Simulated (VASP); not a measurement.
# BP (F-43m) in VASP: further runs

Runs on BP. Level: PBE. Tasks: single point.

All numbers are computed with VASP 6.6.1; they aren't measurements. Logs are shortened: lines on timing, memory, paths and dates and some standing lists are left out, and cuts for length are marked.

## Step 1: The cell of the first run

The structure is cubic, space group F-43m (No. 216). Conventional cell: a = 4.460 Å, b = 4.460 Å, c = 4.460 Å, α = 90.00°, β = 90.00°, γ = 90.00°. B (site symmetry -43m) has 4 P at 1.93 Å within 2.6 Å. Within 2.6 Å of P (site symmetry -43m) lie 4 B at 1.93 Å.

## Step 2: Single point, PBE (volume changed by -5%)

The input, INCAR:

```
  PREC = Accurate
  ENCUT = 520
  EDIFF = 1E-7
  ISMEAR = 0
  SIGMA = 0.01
  LREAL = False
  LASPH = True
  NELM = 80
  ALGO = Normal
  ISIF = 2
  LWAVE = False
  LCHARG = True
  GGA = PE
  LELF = True
  LVHAR = True
  NBANDS = 11
```

The input, KPOINTS:

```
regular mesh
0
Gamma
  6 6 6
```

The input, POSCAR:

```
BP
1.0
    0.0000000000      2.2298620209      2.2298620209
    2.2298620209      0.0000000000      2.2298620209
    2.2298620209      2.2298620209      0.0000000000
B P
1 1
Direct
    0.0000000000      0.0000000000      0.0000000000
    0.2500000000      0.2500000000      0.2500000000
```

Potentials or basis: VASP PAW PBE potentials, release 64 (B, P).

On the command line:

```
$ cat potpaw_PBE.64/B/POTCAR potpaw_PBE.64/P/POTCAR > POTCAR
$ mpirun -np 1 vasp_std > vasp.out
```

OUTCAR:

```text
PREC = Accurate
   ENCUT = 520
   EDIFF = 1E-7
   ISMEAR = 0
   LREAL = False
   LASPH = True
   NELM = 80
   ISIF = 2
   GGA = PE

 ion  position               nearest neighbor table
   1  0.000  0.000  0.000-   2 1.93   2 1.93   2 1.93   2 1.93
   2  0.250  0.250  0.250-   1 1.93   1 1.93   1 1.93   1 1.93

  LATTYP: Found a face centered cubic cell.
 ALAT       =     4.4597240418

  Lattice vectors:

 A1 = (   0.0000000000,   2.2298620209,   2.2298620209)
 A2 = (   2.2298620209,   0.0000000000,   2.2298620209)
 A3 = (   2.2298620209,   2.2298620209,   0.0000000000)

Analysis of symmetry for initial positions (statically):
=====================================================================
 Subroutine PRICEL returns:
 Original cell was already a primitive cell.

 Routine SETGRP: Setting up the symmetry group for a
 face centered cubic supercell.

 Subroutine GETGRP returns: Found 24 space group operations
 (whereof 24 operations were pure point group operations)
 out of a pool of 48 trial point group operations.

The static configuration has the point symmetry T_d .

Analysis of symmetry for dynamics (positions and initial velocities):
=====================================================================
 Subroutine PRICEL returns:
 Original cell was already a primitive cell.

 Routine SETGRP: Setting up the symmetry group for a
 face centered cubic supercell.

 Subroutine GETGRP returns: Found 24 space group operations
 (whereof 24 operations were pure point group operations)
 out of a pool of 48 trial point group operations.

The dynamic configuration has the point symmetry T_d .

 Subroutine INISYM returns: Found 24 space group operations
 (whereof 24 operations are pure point group operations),
 and found     1 'primitive' translations

----------------------------------------------------------------------------------------

                                     Primitive cell

  volume of cell :      22.1750

  direct lattice vectors                    reciprocal lattice vectors
     0.000000000  2.229862021  2.229862021    -0.224229121  0.224229121  0.224229121
     2.229862021  0.000000000  2.229862021     0.224229121 -0.224229121  0.224229121
     2.229862021  2.229862021  0.000000000     0.224229121  0.224229121 -0.224229121

  length of vectors
     3.153501112  3.153501112  3.153501112     0.388376229  0.388376229  0.388376229

  position of ions in fractional coordinates (direct lattice)
     0.000000000  0.000000000  0.000000000
     0.250000000  0.250000000  0.250000000

  ion indices of the primitive-cell ions
   primitive index   ion index
                 1           1
                 2           2

----------------------------------------------------------------------------------------

 KPOINTS: regular mesh

Automatic generation of k-mesh.
 Grid dimensions read from file:
 generate k-points for:    6    6    6

 Generating k-lattice:

  Cartesian coordinates                     Fractional coordinates (reciprocal lattice)
    -0.037371520  0.037371520  0.037371520     0.166666667  0.000000000  0.000000000
     0.037371520 -0.037371520  0.037371520     0.000000000  0.166666667  0.000000000
     0.037371520  0.037371520 -0.037371520     0.000000000  0.000000000  0.166666667

  Length of vectors
     0.064729372  0.064729372  0.064729372

  Shift w.r.t. Gamma in fractional coordinates (k-lattice)
     0.000000000  0.000000000  0.000000000

 Subroutine IBZKPT returns following result:
 ===========================================

 Found     16 irreducible k-points:

 Following reciprocal coordinates:
            Coordinates               Weight
  0.000000  0.000000  0.000000      1.000000
  0.166667  0.000000  0.000000      8.000000
  0.333333  0.000000  0.000000      8.000000
  0.500000  0.000000  0.000000      4.000000
  0.166667  0.166667  0.000000      6.000000
  0.333333  0.166667  0.000000     24.000000
[... 8 lines left out ...]
 -0.333333  0.333333  0.166667     24.000000
 -0.333333  0.500000  0.166667     12.000000
   k-points           NKPTS =     16   k-points in BZ     NKDIM =     16   number of bands    NBANDS=     11
   number of dos      NEDOS =    301   number of ions     NIONS =      2
   total plane-waves  NPLWV =  13824
   dimension x,y,z NGX =    24 NGY =   24 NGZ =   24
   dimension x,y,z NGXF=    48 NGYF=   48 NGZF=   48
   ions per type =               1   1
   NGX,Y,Z   is equivalent  to a cutoff of  12.65, 12.65, 12.65 a.u.
   NGXF,Y,Z  is equivalent  to a cutoff of  25.30, 25.30, 25.30 a.u.
 SYSTEM =  unknown system
   PREC   = accura    normal or accurate (medium, high low for compatibility)
   ISTART =      0    job   : 0-new  1-cont  2-samecut
   ICHARG =      2    charge: 1-file 2-atom 10-const
   ISPIN  =      1    spin polarized calculation?
   LNONCOLLINEAR =      F non collinear calculations
   LSORBIT =      F    spin-orbit coupling
   LASPH  =      T    aspherical Exc in radial PAW
   ENCUT  =  520.0 eV  38.22 Ry    6.18 a.u.   5.86  5.86  5.86*2*pi/ulx,y,z
   NELM   =     80;   NELMIN=  2; NELMDL= -5     # of ELM steps
   EDIFF  = 0.1E-06   stopping-criterion for ELM
   LREAL  =      F    real-space projection
   EDIFFG = 0.1E-05   stopping-criterion for IOM
   NSW    =      0    number of steps for IOM
   IBRION =     -1    ionic relax: 0-MD 1-quasi-New 2-CG
   NFREE  =      0    steps in history (QN), initial steepest desc. (CG)
   ISIF   =      2    stress and relaxation
   ISYM   =      2    0-nonsym 1-usesym 2-fastsym
   POTIM  = 0.5000    time-step for ionic-motion
   TEBEG  =    0.0;   TEEND  =   0.0 temperature during run
   PSTRESS=    0.0 pullay stress
   NELECT =       8.0000    total number of electrons
   NUPDOWN=      -1.0000    fix difference up-down
   EMIN   =  10.00;   EMAX   =-10.00  energy-range for DOS
   EFERMI =   0.00;   METHOD = LEGACY
   ISMEAR =     0;   SIGMA  =   0.01  broadening in eV -4-tet -1-fermi 0-gaus
   EFERMI_NEDOS =   21; number of points for ismear=-14 and -15
   IALGO  =     38    algorithm
   IMIX   =      4    mixing-type and parameters
     AMIX     =   0.40;   BMIX     =  1.00
     AMIX_MAG =   1.60;   BMIX_MAG =  1.00
  volume/ion in A,a.u.               =      11.09        74.82
  Fermi-wavevector in a.u.,A,eV,Ry     =   1.165423  2.202330 18.479573  1.358210
  Thomas-Fermi vector in A             =   2.301949
   LORBIT       =      0    0 simple, 1 ext, 2 COOP (PROOUT), +10 PAW based schemes
   GGA     = PE    functional components
   LHFCALC =     F    Hartree Fock is set to
   AEXX    =    0.0000 exact exchange contribution
   IVDW    =     0    specifies the selected vdW correction
   LEPSILON=     F    determine dielectric tensor
   LRPA    =     F    only Hartree local field effects (RPA)
 non-spin polarized calculation
 Gauss-broadening in eV      SIGMA  =   0.01
  energy-cutoff  :      520.00
  volume of cell :       22.18
 maximum number of plane-waves:       610
   NGX = 11   NGY = 11   NGZ = 11

 number of electron       8.0000001 magnetization

 Free energy of the ion-electron system (eV)
  ---------------------------------------------------
  ext. energy  EPLUGINS =         0.00000000
  ---------------------------------------------------
  free energy    TOTEN  =       -12.87118590 eV

  energy without entropy =      -12.87118590  energy(sigma->0) =      -12.87118590

 E-fermi :   8.1688     XC(G=0): -11.1303

 val. band max:        8.0677030950   @ k =   0.0000   0.0000   0.0000
 cond. band min:       9.2895708408   @ k =   0.5000   0.5000   0.0000
 fundamental gap:      1.2218677458
 Fermi energy:         8.1688167861

 k-point     1 :       0.0000    0.0000    0.0000
  band No.  band energies     occupation
      1      -7.8682      2.00000
      2       8.0677      2.00000
      3       8.0677      2.00000
      4       8.0677      2.00000
      5      11.5478      0.00000
      6      11.5478      0.00000
      7      11.5478      0.00000
      8      16.2496      0.00000
      9      19.9439      0.00000
     10      20.3445      0.00000
     11      20.3445      0.00000

 k-point     2 :       0.1667    0.0000    0.0000
  band No.  band energies     occupation
      1      -7.3484      2.00000
      2       5.1415      2.00000
      3       7.3741      2.00000
      4       7.3741      2.00000
      5      12.2832      0.00000
      6      12.4894      0.00000
      7      12.4894      0.00000
      8      17.3801      0.00000
      9      19.1023      0.00000
     10      19.1023      0.00000
     11      21.2355      0.00000

 k-point     3 :       0.3333    0.0000    0.0000
  band No.  band energies     occupation
      1      -5.8607      2.00000
      2       1.0952      2.00000
      3       6.5442      2.00000
      4       6.5442      2.00000
      5      12.2569      0.00000
      6      12.9995      0.00000
      7      12.9995      0.00000
      8      18.4657      0.00000
      9      20.1467      0.00000
     10      20.1467      0.00000
     11      22.0380      0.00000

 k-point     4 :       0.5000    0.0000    0.0000
  band No.  band energies     occupation
      1      -4.3404      2.00000
      2      -1.3492      2.00000
      3       6.2470      2.00000
      4       6.2470      2.00000
      5      12.1639      0.00000
      6      12.8109      0.00000
      7      12.8109      0.00000
      8      18.3716      0.00000
      9      23.0347      0.00000
     10      23.0347      0.00000
     11      23.4213      0.00000
[... 127 lines left out ...]
 k-point    14 :       0.5000    0.3333    0.1667
  band No.  band energies     occupation
      1      -4.5749      2.00000
      2       1.3940      2.00000
      3       2.8160      2.00000
      4       4.6420      2.00000
      5      12.1128      0.00000
      6      13.6465      0.00000
      7      14.8306      0.00000
      8      17.9397      0.00000
      9      21.2171      0.00000
     10      21.9973      0.00000
     11      26.5628      0.00000

 k-point    15 :      -0.3333    0.3333    0.1667
  band No.  band energies     occupation
      1      -3.1619      2.00000
      2      -0.3343      2.00000
      3       2.3321      2.00000
      4       3.8806      2.00000
      5      12.5774      0.00000
      6      13.9653      0.00000
      7      16.9810      0.00000
      8      17.5509      0.00000
      9      18.8679      0.00000
     10      23.3281      0.00000
     11      26.3331      0.00000

 k-point    16 :      -0.3333    0.5000    0.1667
  band No.  band energies     occupation
      1      -2.5028      2.00000
      2      -0.3960      2.00000
      3       2.4925      2.00000
      4       2.6085      2.00000
      5      11.8858      0.00000
      6      12.6052      0.00000
      7      17.5167      0.00000
      8      18.2290      0.00000
      9      21.4064      0.00000
     10      24.7343      0.00000
     11      25.2603      0.00000

------------------------ aborting loop because EDIFF is reached ----------------------------------------

  FORCE on cell =-STRESS in cart. coord.  units (eV):
  Direction    XX          YY          ZZ          XY          YZ          ZX
  --------------------------------------------------------------------------------------
  -------------------------------------------------------------------------------------
  Total        1.4642501      1.4642501      1.4642501     -0.0000000      0.0000000     -0.0000000
  in kB      105.7942069    105.7942069    105.7942069     -0.0000000      0.0000000     -0.0000000
  external PRESSURE =     105.7942069 kB  Pullay stress =       0.0000000 kB

 VOLUME and BASIS-vectors are now :
 -----------------------------------------------------------------------------
  energy-cutoff  :      520.00
  volume of cell :       22.18
      direct lattice vectors                 reciprocal lattice vectors
     0.000000000  2.229862021  2.229862021    -0.224229121  0.224229121  0.224229121
     2.229862021  0.000000000  2.229862021     0.224229121 -0.224229121  0.224229121
     2.229862021  2.229862021  0.000000000     0.224229121  0.224229121 -0.224229121

 POSITION                                       TOTAL-FORCE (eV/Angst)
 -----------------------------------------------------------------------------------
      0.00000      0.00000      0.00000         0.000000      0.000000      0.000000
      1.11493      1.11493      1.11493        -0.000000     -0.000000     -0.000000
 -----------------------------------------------------------------------------------
    total drift:                                0.000000      0.000000      0.000000

  FREE ENERGIE OF THE ION-ELECTRON SYSTEM (eV)
  ---------------------------------------------------
  free  energy   TOTEN  =       -12.8711859042 eV

  energy  without entropy=      -12.8711859042  energy(sigma->0) =      -12.87118590
```

Run time: 3.5 s. Hardware: 1 thread of AMD EPYC 9R45 (Zen 5), shared host; peak memory 0.1 GiB.

Results:

| Quantity | Value |
| --- | --- |
| Free energy | -12.8712 eV |
| Pressure | 10.6 GPa |
| Band gap on the k mesh | 1.22 eV, indirect (least direct gap 3.48 eV) |

## Step 3: Single point, PBE (volume changed by -10%)

The input, INCAR:

```
SYSTEM = BP
ALGO = Normal ; EDIFF = 1E-6
ENCUT = 520 ; GGA = PE
ISIF = 2 ; ISMEAR = 0
LASPH = .True. ; LCHARG = .False.
LREAL = .False. ; LWAVE = .False.
NBANDS = 11 ; NELM = 100
PREC = Accurate ; SIGMA = 0.01
```

The input, KPOINTS:

```
k-points
0
Gamma
  6 6 6
  0 0 0
```

The input, POSCAR:

```
BP
1.0
    0.0000000000      2.1900345116      2.1900345116
    2.1900345116      0.0000000000      2.1900345116
    2.1900345116      2.1900345116      0.0000000000
B P
1 1
Direct
    0.0000000000      0.0000000000      0.0000000000
    0.2500000000      0.2500000000      0.2500000000
```

Potentials or basis: VASP PAW PBE potentials, release 64 (B, P).

On the command line:

```
$ cat potpaw_PBE.64/B/POTCAR potpaw_PBE.64/P/POTCAR > POTCAR
$ mpirun -np 1 vasp_std > vasp.out
```

Run time: 3 s. Hardware: 1 thread of AMD EPYC 9R45 (Zen 5), shared host; peak memory 0.1 GiB.

The run converged. Its results:

```yaml
Free_energy: -12.7519 eV
Pressure: 22.5 GPa
Band_gap_on_the_k_mesh: 1.10 eV, indirect (least direct gap 3.58 eV)
```

Levels at points of the mesh, in eV from the valence-band top:
```csv
k point,band 1,band 2,band 3,band 4,band 5,band 6,band 7,band 8,band 9
"(0.00, 0.00, 0.00)",-16.44,0.00,0.00,0.00,3.58,3.58,3.58,9.04,12.29
"(0.50, 0.00, 0.00)",-12.69,-9.83,-1.88,-1.88,4.44,4.78,4.78,10.49,15.34
"(0.50, 0.50, 0.00)",-11.01,-9.15,-4.50,-4.50,1.10,1.56,13.14,13.14,16.58
```

[end of part 1 of 2]
